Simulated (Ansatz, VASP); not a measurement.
**Two plane-wave programs on HfO3**

Contents of INCAR:

```
SYSTEM = HfO3
PREC = Accurate ; ENCUT = 600
EDIFF = 1E-6 ; ISMEAR = 0
SIGMA = 0.1 ; LREAL = .FALSE.
LASPH = .TRUE. ; NELM = 80
ALGO = Normal ; ISIF = 3
LWAVE = .FALSE. ; LCHARG = .FALSE.
GGA = PE ; IBRION = 2
NSW = 90 ; EDIFFG = -0.04
```

KPOINTS

```
regular mesh
0
G
  6 6 4
  0 0 0
```

Contents of POSCAR:

```
HfO3
1.0
    4.9755119037      0.0000000000      0.0000000000
   -2.4877559518      4.3089197054      0.0000000000
    0.0000000000      0.0000000000      3.9936159859
Hf O
2 6
Direct
    0.3333333333      0.6666666667      0.2500000000
    0.6666666667      0.3333333333      0.7500000000
    0.8330000000      0.6660000000      0.2500000000
    0.1670000000      0.8330000000      0.7500000000
    0.3340000000      0.1670000000      0.2500000000
    0.1670000000      0.3340000000      0.7500000000
    0.8330000000      0.1670000000      0.2500000000
    0.6660000000      0.8330000000      0.7500000000
```

Input for Ansatz:

```yaml
crystal:
  lattice:
    - [4.9755119037, 0.0, 0.0]
    - [-2.4877559518, 4.3089197054, 0.0]
    - [0.0, 0.0, 3.9936159859]
  atoms:
    - { symbol: Hf, position: [0.3333333333, 0.6666666667, 0.25] }
    - { symbol: Hf, position: [0.6666666667, 0.3333333333, 0.75] }
    - { symbol: O, position: [0.833, 0.666, 0.25] }
    - { symbol: O, position: [0.167, 0.833, 0.75] }
    - { symbol: O, position: [0.334, 0.167, 0.25] }
    - { symbol: O, position: [0.167, 0.334, 0.75] }
    - { symbol: O, position: [0.833, 0.167, 0.25] }
    - { symbol: O, position: [0.666, 0.833, 0.75] }
basis:
  ecutwfc: 420
kpoints:
  mp_grid: { grid: [6, 6, 4] }
hamiltonian:
  xc: pbe
scf:
  occupations: { method: gaussian, width: 0.1 }
  lower_state_search: "off"
output:
  forces: true
  stress: true
  eigenvalues: true
relax:
  adjacent_minimum: "off"
  f_tol: 0.04
  max_steps: 70
  cell: { stress_tol: 0.4 }
```

Alike in both runs: task relaxation of cell and atoms; functional PBE; k mesh 6 × 6 × 4; occupations gaussian, width 0.1 eV; no spin polarisation.

|  | VASP | Ansatz |
| --- | --- | --- |
| version | VASP 6.6.1 | Ansatz 0.2.0 |
| potentials or method | VASP PAW PBE potentials, release 64 (Hf_pv, O), cutoff 600 eV | scalar-relativistic, plane waves, PAW |
| valence electrons in the cell | 56 | 88 |

VASP gave:

- gap on the k mesh at the Fermi level, each at its own relaxed structure (eV): none
- relaxed volume (Å³/atom): 9.19
- relaxed cell length with the largest relative difference (Å): 4.494

Q: Which values does Ansatz return?

A: gap on the k mesh at the Fermi level, each at its own relaxed structure (eV): none; relaxed volume (Å³/atom): 9.31; relaxed cell length with the largest relative difference (Å): 4.516.

A gap of «none» marks a metal or a gap that the smearing closes. VASP's potentials hold 56 valence electrons a cell and Ansatz's 88, so a difference there can come from the potentials and not from the codes.

The k mesh is coarse, so the values compare programs but aren't converged. Neither program's run includes spin-orbit coupling.
